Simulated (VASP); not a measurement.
**GaP: electric field gradients with LDA**

GaP:

```
Ga P
1.0
     0.00000    2.68842    2.68842
     2.68842    0.00000    2.68842
     2.68842    2.68842    0.00000
Ga P
1 1
Direct
  0.00000 0.00000 0.00000
  0.75000 0.75000 0.75000
```

```
Program                : VASP 6.6.1
Task                   : electric field gradients
Functional             : LDA
Potentials or basis    : VASP PAW LDA potentials, release 64 (Ga_d, P)
Cutoff                 : 520 eV
k mesh                 : 10 × 10 × 10
Occupations            : fermi-dirac, width 0.05 eV
Spin                   : no spin polarisation
Dipole correction      : no
Further INCAR settings : ALGO = Normal; EDIFF = 1e-08; NBANDS = 16
```

| Quantity | Value |
| --- | --- |
| Pressure | 0.9 GPa |
| Band gap on the k mesh | 1.39 eV (least direct gap 1.98 eV) |
| Largest electric field gradient by atom | zero within the noise of the run |

Levels at points of the mesh, in eV from the valence-band top:
```
           k point  band 5  band 6  band 7  band 8  band 9  band 10  band 11  band 12  band 13  band 14
(0.00, 0.00, 0.00)  -14.67  -12.82    0.00    0.00    0.00     1.98     3.78     3.78     3.78     8.68
(0.50, 0.00, 0.00)  -14.66  -10.60   -6.95   -1.19   -1.19     1.64     4.62     4.62     8.12    10.95
(0.50, 0.50, 0.00)  -14.65   -9.63   -7.03   -2.85   -2.85     1.41     1.64    10.76    10.76    11.35
```

Wall time 35 s on 1 thread of AMD EPYC 7R43 64-Core Processor (Zen 3), with other jobs on the host, peak memory 0.12 GiB.

A k mesh can miss the band edges.
